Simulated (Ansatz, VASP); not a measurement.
**One calculation of MgS, two programs**

```xyz
2
Lattice="3.2072 0.0000 0.0000 0.0000 3.2072 0.0000 0.0000 0.0000 3.2072" Properties=species:S:1:pos:R:3 pbc="T T T"
Mg    0.0000    0.0000    0.0000
S     1.6036    1.6036    1.6036
```

Alike in both runs: task single point; functional PBE; k mesh 6 × 6 × 6; occupations fermi-dirac, width 0.02 eV; no spin polarisation.

|  | VASP | Ansatz |
| --- | --- | --- |
| version | VASP 6.6.1 | Ansatz 0.2.0 |
| potentials or method | VASP PAW PBE potentials, release 64 (Mg, S) | plane waves, PAW |
| plane-wave cutoff (eV) | 520 | 420 |
| valence electrons in the cell | 8 | 16 |

VASP gave:

- pressure (GPa): 4.3

**Question.** Estimate Ansatz's values.

**Answer.** Pressure (GPa): 4.6.

The functional is the same, so the differences come from potentials, cutoffs and numerics. VASP's potentials hold 8 valence electrons a cell and Ansatz's 16, so a difference there can come from the potentials and not from the codes.
